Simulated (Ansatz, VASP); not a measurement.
KF: VASP beside Ansatz

The input INCAR:

```
ALGO     = Normal         # electronic algorithm
EDIFF    = 1E-6           # SCF threshold, eV
ENCUT    = 600            # plane-wave cutoff, eV
GGA      = RE             # functional
GGA_COMPAT= False        
ISIF     = 2              # what is computed and relaxed
ISMEAR   = 0              # smearing method
LASPH    = True           # aspherical terms in the spheres
LCHARG   = False          # write CHGCAR
LREAL    = False          # projectors in reciprocal space
LWAVE    = False          # write WAVECAR
NBANDS   = 15             # bands
NELM     = 120            # most SCF steps
PREC     = Accurate       # precision mode
SIGMA    = 0.02           # smearing width, eV
```

The input KPOINTS:

```
k-points
0
Gamma
  8 8 8
```

POSCAR

```
KF
1.0
    3.1848463633      0.0000000000      0.0000000000
    0.0000000000      3.1848463633      0.0000000000
    0.0000000000      0.0000000000      3.1848463633
K F
1 1
Direct
    0.0000000000      0.0000000000      0.0000000000
    0.5000000000      0.5000000000      0.5000000000
```

Input for Ansatz:

```yaml
crystal:
  lattice:
    - [3.1848463633, 0.0, 0.0]
    - [0.0, 3.1848463633, 0.0]
    - [0.0, 0.0, 3.1848463633]
  atoms:
    - { symbol: K, position: [0.0, 0.0, 0.0] }
    - { symbol: F, position: [0.5, 0.5, 0.5] }
kpoints:
  mp_grid: { grid: [8, 8, 8] }
hamiltonian:
  xc: revpbe
scf:
  occupations: { method: gaussian, width: 0.02 }
  algorithm: direct_min
output:
  forces: true
  eigenvalues: true
  stress: true
```

Alike in both runs: task single point; functional revPBE; k mesh 8 × 8 × 8; occupations gaussian, width 0.02 eV; no spin polarisation.

```csv
,VASP,Ansatz
version,VASP 6.6.1,Ansatz 0.2.0
potentials or method,"VASP PAW PBE potentials, release 64 (K_sv, F)","scalar-relativistic, plane waves, PAW"
plane-wave cutoff (eV),600,420
valence electrons in the cell,16,16
```

VASP gave:

| Property | Result |
| --- | --- |
| gap on the k mesh at the Fermi level (eV) | 7.00 |
| pressure (GPa) | 5.5 |

Question: Estimate Ansatz's values.

Answer: gap on the k mesh at the Fermi level (eV): 7.01; pressure (GPa): 5.5.

VASP's potentials were made for PBE, not for revPBE. With one functional, cell and mesh, what is left measures potentials, basis and numerics.
